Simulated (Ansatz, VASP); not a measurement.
SiW: VASP beside Ansatz

```
W Si
1.0
     3.05709    0.00000    0.00000
     0.00000    3.05709    0.00000
     0.00000    0.00000    3.05709
W Si
1 1
Direct
  0.00000 0.00000 0.00000
  0.50000 0.50000 0.50000
```

Alike in both runs: functional PBE; k mesh 11 × 11 × 11; occupations fermi-dirac, width 0.03 eV; no spin polarisation.

Ansatz relaxed the structure, and its values are those at the end. VASP's run is a single point on that final structure, the one shown.

|  | VASP | Ansatz |
| --- | --- | --- |
| version | VASP 6.6.1 | Ansatz 0.2.0 |
| potentials or method | VASP PAW PBE potentials, release 64 (W_sv, Si) | PAW with Ansatz's default frozen-core files, scalar-relativistic |
| plane-wave cutoff (eV) | 520 | 420 |
| valence electrons in the cell | 18 | 18 |

|  | VASP | Ansatz | Ansatz less VASP |
| --- | --- | --- | --- |
| pressure (GPa) | 0.2 | 0.0 | -0.21 |

Neither program's run includes spin-orbit coupling.
